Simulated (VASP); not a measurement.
**Ge: single point with revPBE**

The system is Ge.

```xyz
1
Lattice="0.0000 2.0928 2.0928 2.0928 0.0000 2.0928 2.0928 2.0928 0.0000" Properties=species:S:1:pos:R:3 pbc="T T T"
Ge    0.0000    0.0000    0.0000
```

This cell differs from its parent crystal: volume scaled by 0.92.

- Program: VASP 6.6.1
- Task: single point
- Functional: revPBE
- Potentials or basis: VASP PAW PBE potentials, release 64 (Ge_d)
- Cutoff: 520 eV
- k mesh: 14 × 14 × 14
- Occupations: fermi-dirac, width 0.1 eV
- Spin: no spin polarisation
- Dipole correction: no
- Further INCAR settings: ALGO = Normal; EDIFF = 1e-07; NBANDS = 13

* Pressure: 6.1 GPa
* Band gap on the k mesh: zero (band 7 reaches 16.53 eV, above the bottom of band 8 at 4.78 eV)

Levels at points of the mesh, in eV from the Fermi level:
```tsv
k point	band 5	band 6	band 7	band 8	band 9	band 10
(0.00, 0.00, 0.00)	-24.83	-13.51	9.23	9.23	9.23	14.13
(0.50, 0.00, 0.00)	-24.78	-8.02	-5.83	7.06	7.06	12.39
(0.50, 0.50, 0.00)	-24.76	-5.59	-4.52	2.62	2.62	6.43
```

It took 24 s on 1 thread of Intel Xeon 8259CL, on a shared host, peak memory 0.15 GiB.

Caveat: the PAW data sets were made with another functional, which shifts forces and pressure a little.
